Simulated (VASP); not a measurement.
Input of a VASP 6.6.1 run:

INCAR

```
  PREC = Accurate
  ENCUT = 520
  EDIFF = 1E-6
  ISMEAR = 0
  SIGMA = 0.05
  LREAL = False
  LASPH = True
  NELM = 60
  ALGO = Normal
  ISIF = 2
  LWAVE = False
  LCHARG = False
  GGA = PE
  NBANDS = 11
```

The input KPOINTS:

```
Automatic mesh
0
Gamma
  12 12 12
```

Contents of POSCAR:

```
C
1.0
    0.0000000000      1.9260720000      1.6407280000
    1.9260720000      0.0000000000      1.6407280000
    1.9260720000      1.9260720000      0.0000000000
C
2
Direct
    0.5000000000      0.5000000000      0.5000000000
    0.7500000000      0.7500000000      0.7500000000
```

Potentials or basis: VASP PAW PBE potentials, release 64 (C).

Launch:

```sh
$ cat potpaw_PBE.64/C/POTCAR > POTCAR
$ mpirun -np 1 vasp_std > vasp.out
```

**Question.** Estimate the band gap on the k mesh.

**Answer.** 0.39 eV, indirect (least direct gap 3.07 eV).

**Question.** Predict the pressure.

**Answer.** -24.3 GPa.

Stress tensor (GPa, compression positive):
```
-62.58   0.00   0.00
  0.00 -62.58   0.00
  0.00   0.00  52.33
```

Caveat: the cell differs from its parent crystal (strain +0.080 along x and y, -0.080 along z). A k mesh can miss the band edges.
